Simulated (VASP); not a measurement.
Write the native input for VASP 6.6.1 that does the following.

| Item | Value |
| --- | --- |
| Task | dielectric tensor |
| Functional | r2SCAN |
| Potentials or basis | VASP PAW PBE potentials, release 64 (Be, Te) |
| Cutoff | 520 eV |
| k mesh | 6 × 6 × 6 |
| Occupations | gaussian, width 0.01 eV |
| Spin | no spin polarisation |
| Dipole correction | no |
| Further INCAR settings | ALGO = Normal; EDIFF = 1e-08 |

The structure of BeTe lies in POSCAR:

```
BeTe
1.0
    0.0000000000      2.7154786804      2.7154786804
    2.7154786804      0.0000000000      2.7154786804
    2.7154786804      2.7154786804      0.0000000000
Be Te
1 1
Direct
    0.0000000000      0.0000000000      0.0000000000
    0.2500000000      0.2500000000      0.2500000000
```

This cell differs from its parent crystal: strain -4.0%.

The input as run:

INCAR

```
SYSTEM = BeTe
  ALGO = Normal
  EDIFF = 1E-8
  ENCUT = 520
  ISIF = 2
  ISMEAR = 0
  LASPH = .True.
  LCALCEPS = .True.
  LCHARG = .False.
  LMIXTAU = .True.
  LREAL = .False.
  LWAVE = .False.
  METAGGA = R2SCAN
  NELM = 80
  PREC = Accurate
  SIGMA = 0.01
```

KPOINTS

```
k-points
0
Gamma
  6 6 6
  0 0 0
```

Potentials or basis: VASP PAW PBE potentials, release 64 (Be, Te).

Run with:

```bash
$ cat potpaw_PBE.64/Be/POTCAR potpaw_PBE.64/Te/POTCAR > POTCAR
$ mpirun -np 1 vasp_std > vasp.out
```

It gave:

```yaml
Band_gap_on_the_k_mesh: 2.04 eV (least direct gap 3.87 eV)
Electronic_dielectric_tensor_diagonal: 7.07
Born_charges_mean_of_the_diagonal: Be +1.18; Te -1.18 e
```

Caveat: the cell differs from its parent crystal (strain -4.0%); spin-orbit coupling is left out, which moves the levels of the heavy elements.

Run time: 10 min on 1 thread of Intel(R) Xeon(R) 6975P-C (Granite Rapids) (shared host), peak memory 0.26 GiB.
